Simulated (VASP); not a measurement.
AlAs:

```
CELL_PARAMETERS angstrom
0.00000 2.86330 2.86330
2.86330 0.00000 2.86330
2.86330 2.86330 0.00000
ATOMIC_POSITIONS crystal
Al 0.75000 0.75000 0.75000
As 0.00000 0.00000 0.00000
```

Base run:

| Item | Value |
| --- | --- |
| Program | VASP 6.6.1 |
| Functional | PBE |
| Dispersion | D4 |
| Potentials or basis | VASP PAW PBE potentials, release 64 (Al, As) |
| Cutoff | 500 eV |
| k mesh | 8 × 8 × 8 |
| Occupations | gaussian, width 0.02 eV |
| Spin | no spin polarisation |

Its results: band gap on the k mesh 1.49 eV, indirect (least direct gap 1.79 eV); pressure -2.1 GPa.

Q: The run is repeated on the same cell with these changes: dispersion from D4 to none. What comes out?

A: Band gap on the k mesh 1.49 eV, indirect (least direct gap 1.79 eV); pressure 0.2 GPa.

Dispersion adds attraction, which lowers the pressure at fixed volume and, as a term added to the energy, leaves the levels alone.

A k mesh can miss the band edges.
